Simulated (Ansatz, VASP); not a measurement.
Ir2Ru: VASP beside Ansatz

The input INCAR:

```
PREC = Accurate ; ENCUT = 520
EDIFF = 1E-6 ; ISMEAR = 0
SIGMA = 0.1 ; LREAL = F
LASPH = T ; NELM = 100
ALGO = Normal ; ISIF = 2
LWAVE = F ; LCHARG = T
GGA = PE ; LELF = T
LVHAR = T ; NBANDS = 41
```

KPOINTS

```
Automatic mesh
0
Gamma
  6 6 2
```

File POSCAR:

```
Ir2Ru
1.0
    2.5744987700      0.0000000000      0.0000000000
   -1.2872493800      2.2295813300      0.0000000000
    0.0000000000      0.0000000000     14.5652086700
Ru Ir
2 4
Direct
    0.3333333300      0.6666666700      0.7500000000
    0.6666666700      0.3333333300      0.2500000000
    0.3333333300      0.6666666700      0.0833333300
    0.3333333300      0.6666666700      0.4166666700
    0.6666666700      0.3333333300      0.9166666700
    0.6666666700      0.3333333300      0.5833333300
```

Input for Ansatz:

```yaml
crystal:
  lattice:
    - [2.57449877, 0.0, 0.0]
    - [-1.28724938, 2.22958133, 0.0]
    - [0.0, 0.0, 14.56520867]
  atoms:
    - { symbol: Ru, position: [0.33333333, 0.66666667, 0.75] }
    - { symbol: Ru, position: [0.66666667, 0.33333333, 0.25] }
    - { symbol: Ir, position: [0.33333333, 0.66666667, 0.08333333] }
    - { symbol: Ir, position: [0.33333333, 0.66666667, 0.41666667] }
    - { symbol: Ir, position: [0.66666667, 0.33333333, 0.91666667] }
    - { symbol: Ir, position: [0.66666667, 0.33333333, 0.58333333] }
basis:
  ecutwfc: 420
kpoints:
  mp_grid: { grid: [6, 6, 2] }
hamiltonian:
  xc: pbe
scf:
  occupations: { method: gaussian, width: 0.1 }
  lower_state_search: "off"
output:
  forces: true
  stress: true
  eigenvalues: true
```

Alike in both runs: task single point; functional PBE; k mesh 6 × 6 × 2; occupations gaussian, width 0.1 eV; no spin polarisation.

```csv
,VASP,Ansatz
version,VASP 6.6.1,Ansatz 0.2.0
potentials or method,"VASP PAW PBE potentials, release 64 (Ru_pv, Ir), cutoff 520 eV","scalar-relativistic, plane waves, PAW"
valence electrons in the cell,64,100
```

Ansatz gave:

- gap on the k mesh at the Fermi level (eV): none
- pressure (GPa): 21.7
- traceless stress, the component that is largest in VASP (GPa): -43.29
- rms of the force components (eV/Å): 0.250

**Question.** Estimate VASP's values.

**Answer.** gap on the k mesh at the Fermi level (eV): none; pressure (GPa): 22.1; traceless stress, the component that is largest in VASP (GPa): -43.39; rms of the force components (eV/Å): 0.260.

Atom by atom the forces differ by 0.010 eV/Å (rms over components). A gap of «none» marks a metal or a gap that the smearing closes. The functional is the same, so the differences come from potentials, cutoffs and numerics. VASP's potentials hold 64 valence electrons a cell and Ansatz's 100, so a difference there can come from the potentials and not from the codes.

The k mesh is coarse, so the values compare programs but aren't converged. Spin-orbit coupling is off throughout.
